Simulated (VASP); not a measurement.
A run of VASP 6.6.1 is set up as follows.

POSCAR

```
SnSe2
1.0
    3.8110000000      0.0000000000      0.0000000000
   -1.9055000000      3.3004228138      0.0000000000
    0.0000000000      0.0000000000      6.1360000000
Sn Se
1 2
Direct
    0.0000000000      0.0000000000      0.0000000000
    0.3333333333      0.6666666667      0.2617028904
    0.6666666667      0.3333333333      0.7382971096
```

The input INCAR.step1:

```
PREC = Accurate
ENCUT = 520
ISMEAR = -1
SIGMA = 0.02
LREAL = False
LASPH = True
NELM = 60
NBANDS = 20
GGA = PE
ALGO = Normal
EDIFF = 1E-4
LWAVE = True
LCHARG = False
```

The input INCAR.step2:

```
PREC = Accurate
ENCUT = 520
EDIFF = 1E-8
ISMEAR = -1
SIGMA = 0.02
LREAL = False
LASPH = True
NELM = 60
ALGO = Normal
ISIF = 2
LWAVE = False
LCHARG = False
METAGGA = R2SCAN
LMIXTAU = True
LEFG = True
NBANDS = 20
ISTART = 1
```

KPOINTS

```
regular mesh
0
Gamma
  13 13 7
```

Potentials or basis: VASP PAW PBE potentials, release 64 (Sn_d, Se).

Launch:

```bash
$ cat potpaw_PBE.64/Sn_d/POTCAR potpaw_PBE.64/Se/POTCAR > POTCAR
$ cp INCAR.step1 INCAR
$ mpirun -np 1 vasp_std > vasp.out
$ cp INCAR.step2 INCAR
$ mpirun -np 1 vasp_std > vasp.out
```

Task: Estimate the band gap on the k mesh.

Result: 0.81 eV, indirect (least direct gap 1.42 eV).

Task: What does it give for the largest force?

Result: 0.319 eV/Å.

Task: What does it give for the pressure?

Result: 0.7 GPa.

Forces in eV/Å, atoms in the order of the input:
```
Sn   0.000  0.000  0.000
Se   0.000  0.000 -0.319
Se   0.000  0.000  0.319
```

Caveat: without QUAD_EFG the Cq values of the log hold for a quadrupole moment of 1 mb, not for the nuclei; the PAW data sets were made with another functional, which shifts forces and pressure a little; spin-orbit coupling is left out, which moves the levels of the heavy elements. A k mesh can miss the band edges.
